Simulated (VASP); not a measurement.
Runs of VASP 6.6.1 on Ir. The structure is that of space group P6_3/mmc (No. 194), or close to it. The cells are those of the table. 

```csv
task,cell,k mesh,smearing,gap on the mesh (eV),pressure (GPa),relaxed volume (Å³/atom)
relaxation of cell and atoms,"relaxed from a = 2.703, b = 2.703, c = 4.387 Å, angles 90.0, 90.0, 120.0°, 2 atoms",18 × 18 × 10,gaussian 0.1 eV,none,0.0,13.99
relaxation of cell and atoms,"relaxed from a = 2.751, b = 2.751, c = 4.462 Å, angles 90.0, 90.0, 120.0°, 2 atoms",9 × 9 × 4,gaussian 0.1 eV,none,-0.4,13.98
single point,"a = 2.703, b = 2.703, c = 4.387 Å, angles 90.0, 90.0, 120.0°, 2 atoms",9 × 9 × 4,gaussian 0.1 eV,none,2.5,-
single point,"a = 2.705, b = 2.705, c = 4.386 Å, angles 90.0, 90.0, 120.0°, 2 atoms",18 × 18 × 10,gaussian 0.15 eV,none,(a),-
single point,"a = 2.751, b = 2.751, c = 4.462 Å, angles 90.0, 90.0, 120.0°, 2 atoms",9 × 9 × 4,gaussian 0.1 eV,none,-16.5,-
single point,"a = 2.705, b = 2.705, c = 4.386 Å, angles 90.0, 90.0, 120.0°, 2 atoms",18 × 18 × 10,gaussian 0.1 eV,none,2.5,-
```

Alike in all rows: level LDA; potentials or basis VASP PAW LDA potentials, release 64 (Ir); no spin polarisation; cutoff (eV) 500.

**Question.** Fill in the values left out.

**Answer.** (a) 2.6.

Caveats: spin-orbit coupling is left out, which moves the levels of the heavy elements.

A k mesh can miss the band edges, and the runs leave out spin-orbit coupling on Ir.

A gap of «none» marks levels without a gap at the run's occupations.
